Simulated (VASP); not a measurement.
Crystal: MnS.

```xyz
2
Lattice="0.0000 2.4735 2.4735 2.4735 0.0000 2.4735 2.4735 2.4735 0.0000" Properties=species:S:1:pos:R:3 pbc="T T T"
Mn    0.0000    0.0000    0.0000
S     3.7102    3.7102    3.7102
```

Base run:

- Program: VASP 6.6.1
- Functional: PBEsol
- Potentials or basis: VASP PAW PBE potentials, release 64 (Mn_sv, S)
- Cutoff: 680 eV
- k mesh: 8 × 8 × 8
- Occupations: fermi-dirac, width 0.05 eV
- Spin: collinear spin, ferromagnetic start
- Starting moments: [3.0, 0.0] μB
- Fixed moment: 3 μB

Its results: pressure 17.5 GPa; site moments Mn +2.63; S -0.02 μB.

Problem. After a change of settings the same cell gave: pressure 23.0 GPa; site moments Mn +2.65; S -0.02 μB. Which change was it?
A. fixed moment from 3 μB to 1 μB; moments at the start from [3.0, 0.0] to [1.0, 0.0]
B. functional from PBEsol to PBE
C. fixed moment from 3 μB to 4 μB; moments at the start from [3.0, 0.0] to [4.0, 0.0]
D. fixed moment from 3 μB to 2 μB; moments at the start from [3.0, 0.0] to [2.0, 0.0]

Solution. B.

PBE binds less tightly than PBEsol, so the same cell stands under more pressure.

Caveats: the cell stands under pressure; the total moment is fixed, so each spin has its own Fermi level and the state may be an excited one; a cell with one magnetic atom can't hold antiferromagnetic order, which such compounds often take; the PAW data sets were made with another functional, which shifts forces and pressure a little (at least some runs).
